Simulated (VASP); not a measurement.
A run of VASP 6.6.1 is set up as follows.

File INCAR:

```
  ALGO = Normal
  EDIFF = 1E-8
  ENCUT = 520
  GGA = PE
  IBRION = 8
  ISIF = 2
  ISMEAR = -1
  LASPH = True
  LCHARG = False
  LREAL = False
  LWAVE = False
  NELM = 80
  NSW = 1
  PREC = Accurate
  SIGMA = 0.15
```

The input KPOINTS:

```
k-points
0
Gamma
  18 18 10
```

POSCAR

```
Os
1.0
    2.7545062634      0.0000000000      0.0000000000
   -1.3772531317      2.3854723990      0.0000000000
    0.0000000000      0.0000000000      4.3494171523
Os
2
Direct
    0.3333333333      0.6666666667      0.2500000000
    0.6666666667      0.3333333333      0.7500000000
```

Potentials or basis: VASP PAW PBE potentials, release 64 (Os).

The run is started by

```bash
$ cat potpaw_PBE.64/Os/POTCAR > POTCAR
$ mpirun -np 1 vasp_std > vasp.out
```

(1) What does it give for the highest phonon frequency at Γ?

Results:

(1) 209 cm⁻¹.
